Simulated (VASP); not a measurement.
## Ti: single point with PBEsol

Crystal: Ti.

```
CELL_PARAMETERS angstrom
-1.47849 1.47849 1.47849
1.47849 -1.47849 1.47849
1.47849 1.47849 -1.47849
ATOMIC_POSITIONS crystal
Ti 0.00000 0.00000 0.00000
```

This isn't the form of Ti at room conditions, which is hcp.

| Item | Value |
| --- | --- |
| Program | VASP 6.6.1 |
| Task | single point |
| Functional | PBEsol |
| Potentials or basis | VASP PAW PBE potentials, release 64 (Ti_sv) |
| Cutoff | 500 eV |
| k mesh | 11 × 11 × 11 |
| Occupations | methfessel-paxton, width 0.1 eV |
| Spin | no spin polarisation |
| Dipole correction | no |
| Further INCAR settings | ALGO = Normal; EDIFF = 1e-06; NBANDS = 12 |

| Property | Result |
| --- | --- |
| Pressure | 39.1 GPa |
| Band gap on the k mesh | zero (bands 6 and 7 overlap by 2.11 eV) |

Levels at points of the mesh, in eV from the Fermi level:
```
           k point  band 4  band 5  band 6  band 7  band 8  band 9
(0.00, 0.00, 0.00)  -31.21   -6.38    1.20    1.20    1.20    3.72
```

Wall time 3.8 s on 1 thread of Intel(R) Xeon(R) 6975P-C (Granite Rapids), on a shared host, peak memory 0.12 GiB.

Caveat: the cell stands under pressure; the PAW data sets were made with another functional, which shifts forces and pressure a little.
